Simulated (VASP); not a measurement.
Write the native input for VASP 6.6.1 that does the following.

```yaml
Task: single point
Functional: LDA
Potentials_or_basis: VASP PAW LDA potentials, release 64 (Sn_d, O)
Cutoff: 520 eV
k_mesh: 10 × 10 × 10
Occupations: gaussian, width 0.05 eV
Spin: no spin polarisation
Dipole_correction: no
Further_INCAR_settings: ALGO = Normal; EDIFF = 1e-07; NBANDS = 35
```

The structure of SnO2 lies in POSCAR:

```
SnO2
1.0
   -2.0057235616      2.1020332375      5.0137083564
    2.2114867912     -1.9098102213      5.0189915603
    1.8619063694      1.7659930291     -4.9387055954
Sn O
2 4
Direct
    0.6856020587      0.2588737303      0.4600931496
    0.0062306523      0.0132750851     -0.0506685680
    0.7526373407      0.7122748051     -0.0609508633
    0.9681960892      0.6101837923      0.6144266778
    0.2655328524      0.0854432197     -0.0299231789
    0.5718010067      0.0699493676      0.5670227828
```

This cell differs from its parent crystal: atoms moved at random and the cell strained at random.

The input as run:

INCAR

```
ALGO = Normal
EDIFF = 1E-7
ENCUT = 520
ISIF = 2
ISMEAR = 0
KPAR = 4
LASPH = True
LCHARG = False
LREAL = False
LWAVE = False
NBANDS = 35
NELM = 60
PREC = Accurate
SIGMA = 0.05
```

KPOINTS

```
k-points
0
Gamma
  10 10 10
```

Potentials or basis: VASP PAW LDA potentials, release 64 (Sn_d, O).

Run with:

```bash
$ cat potpaw_LDA.64/Sn_d/POTCAR potpaw_LDA.64/O/POTCAR > POTCAR
$ mpirun -np 4 vasp_std > vasp.out
```

It gave:

* Pressure: 74.2 GPa
* Largest force: 25.296 eV/Å
* Band gap on the k mesh: 0.48 eV

Caveat: the cell differs from its parent crystal (atoms moved at random and the cell strained at random); the cell stands under pressure; spin-orbit coupling is left out, which moves the levels of the heavy elements; forces of over 1 eV/Å act on the atoms, so gaps and moduli don't describe the material at rest.

Wall time 17 min on 4 MPI ranks on AMD EPYC 7R13 Processor (Zen 3), with other jobs on the host, peak memory 1 GiB a rank.
